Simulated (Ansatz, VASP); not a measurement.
# Ca2Cu5 in VASP and in Ansatz

```xyz
7
Lattice="0.0000 4.4822 4.4822 4.4822 0.0000 4.4822 4.4822 4.4822 0.0000" Properties=species:S:1:pos:R:3 pbc="T T T"
Ca    6.7234    6.7234    6.7234
Ca    2.2411    2.2411    2.2411
Cu    3.6645    5.3000    3.6645
Cu    5.3000    5.3000    5.3000
Cu    5.3000    3.6645    3.6645
Cu    3.6645    3.6645    5.3000
Cu    0.0000    0.0000    0.0000
```

Alike in both runs: functional PBE; k mesh 8 × 8 × 8; occupations gaussian, width 0.1 eV; no spin polarisation.

Ansatz relaxed the structure, and its values are those at the end. VASP's run is a single point on that final structure, the one shown.

|  | VASP | Ansatz |
| --- | --- | --- |
| version | VASP 6.6.1 | Ansatz 0.2.0 |
| potentials or method | VASP PAW PBE potentials, release 64 (Ca_sv, Cu), cutoff 520 eV | scalar-relativistic, plane waves, PAW |
| valence electrons in the cell | 75 | 115 |

Ansatz gave:

```
gap on the k mesh at the Fermi level (eV) : none
pressure (GPa)                            : 0.0
rms of the force components (eV/Å)        : 0.004
```

Task: What did VASP give for the same quantities?

Result: gap on the k mesh at the Fermi level (eV): none; pressure (GPa): 0.2; rms of the force components (eV/Å): 0.001.

A gap of «none» marks a metal or a gap that the smearing closes. VASP's potentials hold 75 valence electrons a cell and Ansatz's 115, so a difference there can come from the potentials and not from the codes.
